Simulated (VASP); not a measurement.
Input of a VASP 6.6.1 run:

File INCAR:

```
ALGO     = Normal         # electronic algorithm
EDIFF    = 1E-6           # SCF threshold, eV
EDIFFG   = -0.005         # ionic threshold
ENCUT    = 600            # plane-wave cutoff, eV
GGA      = PE             # functional
IBRION   = 2              # ionic algorithm
ISIF     = 3              # what is computed and relaxed
ISMEAR   = -1             # smearing method
LASPH    = T              # aspherical terms in the spheres
LCHARG   = F              # write CHGCAR
LREAL    = F              # projectors in reciprocal space
LWAVE    = F              # write WAVECAR
NELM     = 80             # most SCF steps
NSW      = 32             # ionic steps
PREC     = Accurate       # precision mode
PSTRESS  = 190.0        
SIGMA    = 0.08           # smearing width, eV
```

KPOINTS

```
k-points
0
Gamma
  16 16 9
```

POSCAR

```
Ga
1.0
    2.7682089241      0.0000000000      0.0000000000
   -1.3841044620      2.3973392512      0.0000000000
    0.0000000000      0.0000000000      4.5708922948
Ga
2
Direct
    0.3333333333      0.6666666667      0.2500000000
    0.6666666667      0.3333333333      0.7500000000
```

Potentials or basis: VASP PAW PBE potentials, release 64 (Ga_d).

The run is started by

```sh
$ cat potpaw_PBE.64/Ga_d/POTCAR > POTCAR
$ mpirun -np 1 vasp_std > vasp.out
```

**Question.** Predict the space group after relaxing (to 0.05 Å).

**Answer.** P6_3/mmc (No. 194).

**Question.** What does it give for the relaxed cell?

**Answer.** a = 2.769 Å, b = 2.769 Å, c = 4.573 Å, α = 90.00°, β = 90.00°, γ = 120.00°.

**Question.** What does it give for the band gap on the k mesh?

**Answer.** Zero (band 13 reaches 11.86 eV, above the bottom of band 14 at 4.51 eV).

**Question.** Estimate the relaxed volume.

**Answer.** 15.19 Å³/atom.

The path:
```tsv
step	energy change (eV)	largest force (eV/Å)	pressure (GPa)	volume (Å³)
1	0.0000	0.0000	19.16	30.33
2	-0.0080	0.0000	18.83	30.40
3	-0.0046	0.0000	19.01	30.37
```

Caveat: the cell is relaxed towards a set pressure, so the enthalpy falls and the energy may rise.
